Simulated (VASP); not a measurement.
Runs of VASP 6.6.1 on Li2ZnGeSe4. The structure is that of space group I-42m (No. 121), or close to it. The cells are those of the table. 

```tsv
cell	gap on the mesh (eV)	largest force (eV/Å)
a = 7.109 Å, angles 133.8, 133.8, 67.3°, 8 atoms	1.28	0.17
a = 7.133 Å, angles 134.1, 134.1, 66.9°, 8 atoms	1.30	0.27
a = 7.035 Å, angles 133.8, 133.8, 67.3°, 8 atoms	1.39	0.36
a = 7.182 Å, angles 133.8, 133.8, 67.3°, 8 atoms	(a)	0.01
```

Alike in all rows: task single point; level PBE; potentials or basis VASP PAW PBE potentials, release 64 (Li_sv, Zn, Ge_d, Se); no spin polarisation; k mesh 6 × 6 × 6; cutoff (eV) 520; smearing gaussian 0.01 eV.

Q: Fill in the values left out.

A: (a) 1.17.

A k mesh can miss the band edges, and the runs leave out spin-orbit coupling on Ge, Se.
